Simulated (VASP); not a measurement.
# BaTiO3 (P4mm) in VASP: single point with PBE

Aim: the single point of BaTiO3 with PBE.

Everything below comes from runs of VASP 6.6.1. Logs are shortened: lines on timing, memory, paths and dates and some standing lists are left out, and cuts for length are marked.

## Step 1: The cell of the first run

The structure is tetragonal, space group P4mm (No. 99). The conventional cell has a = 3.972 Å, b = 3.972 Å, c = 4.112 Å, α = 90.00°, β = 90.00°, γ = 90.00°. Ba (site symmetry 4mm) has 12 O at 2.79 to 2.92 Å and 8 Ti at 3.44 to 3.53 Å within 3.7 Å. Within 2.4 Å of Ti (site symmetry 4mm) lie 6 O at 1.82 to 2.29 Å. O (site symmetry 4mm) has 2 Ti at 1.82 to 2.29 Å within 2.4 Å. Within 2.6 Å of O (site symmetry 2mm) lie 2 Ti at 1.99 Å.

## Step 2: Single point, PBE, non-collinear spin, zero start, spin-orbit coupling

Contents of INCAR:

```
PREC = Accurate
ENCUT = 520
EDIFF = 1E-6
ISMEAR = 0
SIGMA = 0.01
LREAL = False
LASPH = True
NELM = 150
ALGO = Normal
ISIF = 2
LWAVE = False
LCHARG = False
LNONCOLLINEAR = True
MAGMOM = 0 0 0 0 0 0 0 0 0 0 0 0 0 0 0
LORBIT = 11
LSORBIT = True
GGA_COMPAT = False
LORBMOM = True
LMAXMIX = 4
GGA = PE
NBANDS = 55
```

Contents of KPOINTS:

```
Automatic mesh
0
Gamma
  6 6 6
```

Contents of POSCAR:

```
BaTiO3
1.0
    3.9723669980      0.0000000000      0.0000000000
    0.0000000000      3.9723669980      0.0000000000
    0.0000000000      0.0000000000      4.1122280131
Ba Ti O
1 1 3
Direct
    0.0000000000      0.0000000000     -0.0043575938
    0.5000000000      0.5000000000      0.4775259965
    0.5000000000      0.5000000000      0.0345448926
    0.5000000000      0.0000000000      0.5176433524
    0.0000000000      0.5000000000      0.5176433524
```

Potentials or basis: VASP PAW PBE potentials, release 64 (Ba_sv, Ti_sv, O).

Launch:

```sh
$ cat potpaw_PBE.64/Ba_sv/POTCAR potpaw_PBE.64/Ti_sv/POTCAR potpaw_PBE.64/O/POTCAR > POTCAR
$ mpirun -np 1 vasp_ncl > vasp.out
```

OUTCAR:

```text
PREC = Accurate
   ENCUT = 520
   EDIFF = 1E-6
   ISMEAR = 0
   LREAL = False
   LASPH = True
   NELM = 150
   ISIF = 2
   LNONCOLLINEAR = True
   LORBIT = 11
   LSORBIT = True
   GGA = PE

 ion  position               nearest neighbor table
   1  0.000  0.000  0.996-   4 2.79   5 2.79   5 2.79   4 2.79   3 2.81   3 2.81   3 2.81   3 2.81
                             4 2.92   5 2.92   5 2.92   4 2.92   2 3.44   2 3.44   2 3.44   2 3.44
   2  0.500  0.500  0.478-   3 1.82   4 1.99   5 1.99   4 1.99   5 1.99   3 2.29   1 3.44   1 3.44
                             1 3.44   1 3.44   1 3.53   1 3.53   1 3.53   1 3.53
   3  0.500  0.500  0.035-   2 1.82   2 2.29   1 2.81   1 2.81   1 2.81   1 2.81
   4  0.500  0.000  0.518-   2 1.99   2 1.99   1 2.79   1 2.79   1 2.92   1 2.92
   5  0.000  0.500  0.518-   2 1.99   2 1.99   1 2.79   1 2.79   1 2.92   1 2.92

  LATTYP: Found a simple tetragonal cell.
 ALAT       =     3.9723669980
 C/A-ratio  =     1.0352084828

  Lattice vectors:

 A1 = (   3.9723669980,   0.0000000000,   0.0000000000)
 A2 = (   0.0000000000,   3.9723669980,   0.0000000000)
 A3 = (   0.0000000000,   0.0000000000,   4.1122280131)

Analysis of symmetry for initial positions (statically):
=====================================================================
 Subroutine PRICEL returns:
 Original cell was already a primitive cell.

 Routine SETGRP: Setting up the symmetry group for a
 simple tetragonal supercell.

 Subroutine GETGRP returns: Found  8 space group operations
 (whereof  8 operations were pure point group operations)
 out of a pool of 16 trial point group operations.

The static configuration has the point symmetry C_4v.

Analysis of symmetry for dynamics (positions and initial velocities):
=====================================================================
 Subroutine PRICEL returns:
 Original cell was already a primitive cell.

 Routine SETGRP: Setting up the symmetry group for a
 simple tetragonal supercell.

 Subroutine GETGRP returns: Found  8 space group operations
 (whereof  8 operations were pure point group operations)
 out of a pool of 16 trial point group operations.

The dynamic configuration has the point symmetry C_4v.

Analysis of structural, dynamic, and magnetic symmetry:
=====================================================================
 Subroutine PRICEL returns:
 Original cell was already a primitive cell.

 Routine SETGRP: Setting up the symmetry group for a
 simple tetragonal supercell.

 Subroutine GETGRP returns: Found  8 space group operations
 (whereof  8 operations were pure point group operations)
 out of a pool of 16 trial point group operations.

The overall configuration has the point symmetry C_4v.

 Subroutine INISYM returns: Found  8 space group operations
 (whereof  8 operations are pure point group operations),
 and found     1 'primitive' translations

----------------------------------------------------------------------------------------

                                     Primitive cell

  volume of cell :      64.8897

  direct lattice vectors                    reciprocal lattice vectors
     3.972366998  0.000000000  0.000000000     0.251739077  0.000000000  0.000000000
     0.000000000  3.972366998  0.000000000     0.000000000  0.251739077  0.000000000
     0.000000000  0.000000000  4.112228013     0.000000000  0.000000000  0.243177177

  length of vectors
     3.972366998  3.972366998  4.112228013     0.251739077  0.251739077  0.243177177

  position of ions in fractional coordinates (direct lattice)
     0.000000000  0.000000000  0.995642406
     0.500000000  0.500000000  0.477525996
     0.500000000  0.500000000  0.034544893
     0.500000000  0.000000000  0.517643352
     0.000000000  0.500000000  0.517643352

  ion indices of the primitive-cell ions
   primitive index   ion index
                 1           1
                 2           2
                 3           3
                 4           4
                 5           5

----------------------------------------------------------------------------------------

 KPOINTS: Automatic mesh
[... 128 lines left out ...]

 k-point     1 :       0.0000    0.0000    0.0000
  band No.  band energies     occupation
      1     -52.6755      1.00000
      2     -52.6755      1.00000
      3     -29.3572      1.00000
      4     -29.3572      1.00000
      5     -28.7384      1.00000
      6     -28.7384      1.00000
[... 1309 lines left out ...]
     51      11.3506      0.00000
     52      11.3704      0.00000

 [... further k-points ...]

 [bands above 52 left out]

------------------------ aborting loop because EDIFF is reached ----------------------------------------

  FORCE on cell =-STRESS in cart. coord.  units (eV):
  Direction    XX          YY          ZZ          XY          YZ          ZX
  --------------------------------------------------------------------------------------
  -------------------------------------------------------------------------------------
  Total        1.9712834      1.9712834      2.0510985      0.0000000      0.0000000      0.0000000
  in kB       48.6725090     48.6725090     50.6432058      0.0000000      0.0000000      0.0000000
  external PRESSURE =      49.3294079 kB  Pullay stress =       0.0000000 kB

 VOLUME and BASIS-vectors are now :
 -----------------------------------------------------------------------------
  energy-cutoff  :      520.00
  volume of cell :       64.89
      direct lattice vectors                 reciprocal lattice vectors
     3.972366998  0.000000000  0.000000000     0.251739077  0.000000000  0.000000000
     0.000000000  3.972366998  0.000000000     0.000000000  0.251739077  0.000000000
     0.000000000  0.000000000  4.112228013     0.000000000  0.000000000  0.243177177

 POSITION                                       TOTAL-FORCE (eV/Angst)
 -----------------------------------------------------------------------------------
      0.00000      0.00000      4.09431         0.000000      0.000000      0.017524
      1.98618      1.98618      1.96370         0.000000      0.000000      0.131210
      1.98618      1.98618      0.14206        -0.000000     -0.000000     -0.198601
      1.98618      0.00000      2.12867         0.000000      0.000000      0.024933
      0.00000      1.98618      2.12867         0.000000      0.000000      0.024933
 -----------------------------------------------------------------------------------
    total drift:                                0.000000      0.000000     -0.000028

  FREE ENERGIE OF THE ION-ELECTRON SYSTEM (eV)
  ---------------------------------------------------
  free  energy   TOTEN  =       -40.2052099011 eV

  energy  without entropy=      -40.2052099011  energy(sigma->0) =      -40.20520990

 orbital moment (x)

 # of ion     p       d       tot
 ----------------------------------------
  1         0.000   0.000   0.000
  2         0.000  -0.000  -0.000
  3        -0.000   0.000  -0.000
  4         0.000   0.000   0.000
  5        -0.000   0.000  -0.000
 ----------------------------------------
           -0.000  -0.000  -0.000

 orbital moment (y)

 # of ion     p       d       tot
 ----------------------------------------
  1        -0.000  -0.000  -0.000
  2        -0.000   0.000  -0.000
  3        -0.000   0.000  -0.000
  4         0.000   0.000   0.000
  5         0.000   0.000   0.000
 ----------------------------------------
           -0.000  -0.000  -0.000

 orbital moment (z)

 # of ion     p       d       tot
 ----------------------------------------
  1         0.000   0.000   0.000
  2         0.000   0.000   0.000
  3        -0.000   0.000  -0.000
  4        -0.000   0.000  -0.000
  5         0.000   0.000   0.000
 ----------------------------------------
           -0.000   0.000   0.000

 Spin-Orbit-Coupling matrix elements

 Ion:    1  E_soc:     -0.3838248
 l=   1
     0.0000000    -0.0638051    -0.0638499
    -0.0638051     0.0000000    -0.0638051
    -0.0638499    -0.0638051     0.0000000
 l=   2
     0.0000000    -0.0000344     0.0000000    -0.0000344    -0.0001166
    -0.0000344     0.0000000    -0.0000873    -0.0000339    -0.0000292
     0.0000000    -0.0000873     0.0000000    -0.0000873     0.0000000
    -0.0000344    -0.0000339    -0.0000873     0.0000000    -0.0000292
    -0.0001166    -0.0000292     0.0000000    -0.0000292     0.0000000
 l=   3
     0.0000000     0.0000000     0.0000000     0.0000000     0.0000000     0.0000000     0.0000000
     0.0000000     0.0000000     0.0000000     0.0000000     0.0000000     0.0000000     0.0000000
     0.0000000     0.0000000     0.0000000     0.0000000     0.0000000     0.0000000     0.0000000
     0.0000000     0.0000000     0.0000000     0.0000000     0.0000000     0.0000000     0.0000000
[... 69 lines left out ...]
 l=   2
     0.0000000     0.0000000     0.0000000     0.0000000     0.0000000
     0.0000000     0.0000000     0.0000000     0.0000000     0.0000000
     0.0000000     0.0000000     0.0000000     0.0000000     0.0000000
     0.0000000     0.0000000     0.0000000     0.0000000     0.0000000
     0.0000000     0.0000000     0.0000000     0.0000000     0.0000000
 l=   3
     0.0000000     0.0000000     0.0000000     0.0000000     0.0000000     0.0000000     0.0000000
     0.0000000     0.0000000     0.0000000     0.0000000     0.0000000     0.0000000     0.0000000
     0.0000000     0.0000000     0.0000000     0.0000000     0.0000000     0.0000000     0.0000000
     0.0000000     0.0000000     0.0000000     0.0000000     0.0000000     0.0000000     0.0000000
     0.0000000     0.0000000     0.0000000     0.0000000     0.0000000     0.0000000     0.0000000
     0.0000000     0.0000000     0.0000000     0.0000000     0.0000000     0.0000000     0.0000000
     0.0000000     0.0000000     0.0000000     0.0000000     0.0000000     0.0000000     0.0000000

 total charge

# of ion       s       p       d       tot
------------------------------------------
    1        2.007   5.649   0.324   7.981
    2        2.221   6.274   1.773  10.267
    3        1.570   3.467   0.000   5.037
    4        1.563   3.470   0.000   5.034
    5        1.563   3.470   0.000   5.034
--------------------------------------------------
tot          8.925  22.330   2.097  33.352

 magnetization (x)

# of ion       s       p       d       tot
------------------------------------------
    1        0.000   0.000   0.000   0.000
    2       -0.000   0.000   0.000  -0.000
    3        0.000  -0.000   0.000  -0.000
    4        0.000   0.000   0.000   0.000
    5        0.000   0.000   0.000   0.000
--------------------------------------------------
tot         -0.000  -0.000   0.000  -0.000

 magnetization (y)

# of ion       s       p       d       tot
------------------------------------------
    1       -0.000   0.000  -0.000  -0.000
    2        0.000   0.000   0.000   0.000
    3        0.000   0.000   0.000   0.000
    4        0.000   0.000   0.000   0.000
    5        0.000   0.000   0.000   0.000
--------------------------------------------------
tot         -0.000   0.000  -0.000  -0.000

 magnetization (z)

# of ion       s       p       d       tot
------------------------------------------
    1        0.000   0.000   0.000   0.000
    2       -0.000   0.000   0.000   0.000
    3        0.000   0.000   0.000   0.000
    4       -0.000   0.000   0.000  -0.000
    5        0.000   0.000   0.000   0.000
--------------------------------------------------
tot         -0.000   0.000   0.000   0.000
```

Wall time 14 min (1 thread of Intel Xeon 8259CL, shared host); peak memory 0.5 GiB.

What came out:

```
Free energy                                           : -40.2052 eV
Pressure                                              : 4.9 GPa
Largest force                                         : 0.199 eV/Å
Net moment                                            : 0.00 μB per cell
Valence electrons inside the program's atomic spheres : Ba 7.98; Ti 10.27; O 5.04, 5.03 (each value once)
```

Forces in eV/Å, atoms in the order of the input:
```
Ba   0.000  0.000  0.018
Ti   0.000  0.000  0.131
O    0.000  0.000 -0.199
O    0.000  0.000  0.025
O    0.000  0.000  0.025
```

Stress tensor (GPa, compression positive):
```
4.87 0.00 0.00
0.00 4.87 0.00
0.00 0.00 5.06
```

Moments on the atoms (μB; x, y, z):
```
Ba  0.00 0.00 0.00
Ti  0.00 0.00 0.00
O   0.00 0.00 0.00
O   0.00 0.00 0.00
O   0.00 0.00 0.00
```

Caveat: the cell stands under pressure.
